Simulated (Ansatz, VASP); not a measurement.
# SrTiO3: VASP beside Ansatz

```
CELL_PARAMETERS angstrom
3.90685 0.00000 0.00000
0.00000 3.90685 0.00000
0.00000 0.00000 3.75058
ATOMIC_POSITIONS crystal
Sr 0.00000 0.00000 0.00000
Ti 0.50000 0.50000 0.50000
O 0.50000 0.50000 0.00000
O 0.50000 0.00000 0.50000
O 0.00000 0.50000 0.50000
```

Change from the starting cell: uniaxial_z strain -4.0%.

Alike in both runs: task single point; functional HSE06; k mesh 4 × 4 × 4; no spin polarisation.

|  | VASP | Ansatz |
| --- | --- | --- |
| version | VASP 6.6.1 | Ansatz 0.2.0 |
| potentials or method | VASP PAW PBE potentials, release 64 (Sr_sv, Ti_sv, O) | plane waves, PAW |
| plane-wave cutoff (eV) | 520 | 420 |
| occupations | gaussian, width 0.01 eV | fixed |
| valence electrons in the cell | 40 | 40 |

Ansatz gave:

* gap on the k mesh at the Fermi level (eV): 3.37
* pressure (GPa): 7.1
* traceless stress, the component that is largest in VASP (GPa): 8.18

Task: Estimate VASP's values.

Result: gap on the k mesh at the Fermi level (eV): 3.33; pressure (GPa): 7.8; traceless stress, the component that is largest in VASP (GPa): 8.27.

Ansatz's warnings: stress exchange threshold loose, stress scf threshold loose.
